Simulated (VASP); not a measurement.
Set up this calculation in VASP 6.6.1, as the native input.

```
Task                   : single point
Functional             : PBEsol
Potentials or basis    : VASP PAW PBE potentials, release 64 (Cd, S)
Cutoff                 : 520 eV
k mesh                 : 6 × 6 × 4
Occupations            : gaussian, width 0.01 eV
Spin                   : no spin polarisation
Dipole correction      : no
Further INCAR settings : ALGO = Normal; EDIFF = 1e-06; NBANDS = 16
```

The structure of CdS lies in POSCAR:

```
CdS
1.0
    4.2035795619      0.0000000000      0.0000000000
   -2.1017897810      3.6404062239      0.0000000000
    0.0000000000      0.0000000000      5.7257286136
Cd S
1 1
Direct
    0.0000000000      0.0000000000      0.4426920000
    0.6666666667      0.3333333333      0.4343080000
```

One way to write it, as run:

INCAR

```
SYSTEM = CdS
PREC = Accurate
ENCUT = 520
EDIFF = 1E-6
ISMEAR = 0
SIGMA = 0.01
LREAL = .False.
LASPH = .True.
NELM = 100
ALGO = Normal
ISIF = 2
LWAVE = .False.
LCHARG = .False.
GGA = PS
NBANDS = 16
```

KPOINTS

```
Automatic mesh
0
Gamma
  6 6 4
  0 0 0
```

Potentials or basis: VASP PAW PBE potentials, release 64 (Cd, S).

Command:

```console
$ cat potpaw_PBE.64/Cd/POTCAR potpaw_PBE.64/S/POTCAR > POTCAR
$ mpirun -np 1 vasp_std > vasp.out
```

Results of the run:

- Pressure: -0.1 GPa
- Largest force: 0.004 eV/Å
- Band gap on the k mesh: 1.49 eV, indirect (the least direct gap lies 4.7 meV higher)

Caveat: the PAW data sets were made with another functional, which shifts forces and pressure a little.

Wall time 27 s on 1 thread of Intel Xeon 6975P-C, with other jobs on the host, peak memory 0.22 GiB.
